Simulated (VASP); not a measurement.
Set up this calculation in VASP 6.6.1, as the native input.

```yaml
Task: single point
Functional: PBE
Potentials_or_basis: VASP PAW PBE potentials, release 64 (B, N)
Cutoff: 600 eV
k_mesh: 13 × 13 × 5
Occupations: fermi-dirac, width 0.01 eV
Spin: no spin polarisation
Dipole_correction: no
Further_INCAR_settings: ALGO = Normal; EDIFF = 1e-06; NBANDS = 16
```

The structure of BN lies in POSCAR:

```
BN
1.0
    2.4883437615      0.0000000000      0.0000000000
   -1.2441718807      2.1549689108      0.0000000000
    0.0000000000      0.0000000000      6.4954828762
B N
2 2
Direct
    0.3335953968      0.6664046028      0.2500000001
    0.6664046028      0.3335953968      0.7500000004
    0.3342158668      0.6657841328      0.7500000004
    0.6657841328      0.3342158668      0.2500000001
```

The input as run:

INCAR

```
SYSTEM = BN
PREC = Accurate
ENCUT = 600
EDIFF = 1E-6
ISMEAR = -1
SIGMA = 0.01
LREAL = .FALSE.
LASPH = .TRUE.
NELM = 120
ALGO = Normal
ISIF = 2
LWAVE = .FALSE.
LCHARG = .FALSE.
GGA = PE
NBANDS = 16
GGA_COMPAT = .FALSE.
```

KPOINTS

```
Automatic mesh
0
G
  13 13 5
  0 0 0
```

Potentials or basis: VASP PAW PBE potentials, release 64 (B, N).

Command:

```sh
$ cat potpaw_PBE.64/B/POTCAR potpaw_PBE.64/N/POTCAR > POTCAR
$ mpirun -np 1 vasp_std > vasp.out
```

Results of the run:

```yaml
Pressure: 8.4 GPa
Largest_force: 0.217 eV/Å
Band_gap_on_the_k_mesh: 4.27 eV (least direct gap 4.65 eV)
```

Caveat: the stress differs along the axes, from 4 to 11 GPa; this functional lacks dispersion, which binds layers or chains, so the pressure and a relaxed spacing across them are unreliable.

Run time: 3.6 min on 1 thread of Intel Xeon 8259CL, with other jobs on the host, peak memory 0.21 GiB.
